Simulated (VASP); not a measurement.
Wanted: the native input for a VASP 6.6.1 run.

```
Task                   : single point
Functional             : PBEsol
Potentials or basis    : VASP PAW PBE potentials, release 64 (Be, Te)
Cutoff                 : 520 eV
k mesh                 : 8 × 8 × 8
Occupations            : gaussian, width 0.01 eV
Spin                   : no spin polarisation
Dipole correction      : no
Further INCAR settings : ALGO = Normal; EDIFF = 1e-06; NBANDS = 11
```

The structure of BeTe lies in POSCAR:

```
BeTe
1.0
    0.0000000000      2.7479909288      2.7479909288
    2.7479909288      0.0000000000      2.7479909288
    2.7479909288      2.7479909288      0.0000000000
Be Te
1 1
Direct
    0.0000000000      0.0000000000      0.0000000000
    0.7500000000      0.7500000000      0.7500000000
```

One way to write it, as run:

INCAR

```
PREC = Accurate ; ENCUT = 520
EDIFF = 1E-6 ; ISMEAR = 0
SIGMA = 0.01 ; LREAL = F
LASPH = T ; NELM = 60
ALGO = Normal ; ISIF = 2
LWAVE = F ; LCHARG = T
GGA = PS ; LELF = T
LVHAR = T ; NBANDS = 11
```

KPOINTS

```
regular mesh
0
Gamma
  8 8 8
```

Potentials or basis: VASP PAW PBE potentials, release 64 (Be, Te).

Launch:

```bash
$ cat potpaw_PBE.64/Be/POTCAR potpaw_PBE.64/Te/POTCAR > POTCAR
$ mpirun -np 1 vasp_std > vasp.out
```

It gave:

```yaml
Pressure: 4.3 GPa
Band_gap_on_the_k_mesh: 1.66 eV, indirect (least direct gap 3.53 eV)
```

Caveat: the PAW data sets were made with another functional, which shifts forces and pressure a little; spin-orbit coupling is left out, which moves the levels of the heavy elements.

Run time: 8.4 s on 1 thread of Intel(R) Xeon(R) Platinum 8488C (Sapphire Rapids), with other jobs on the host, peak memory 0.17 GiB.
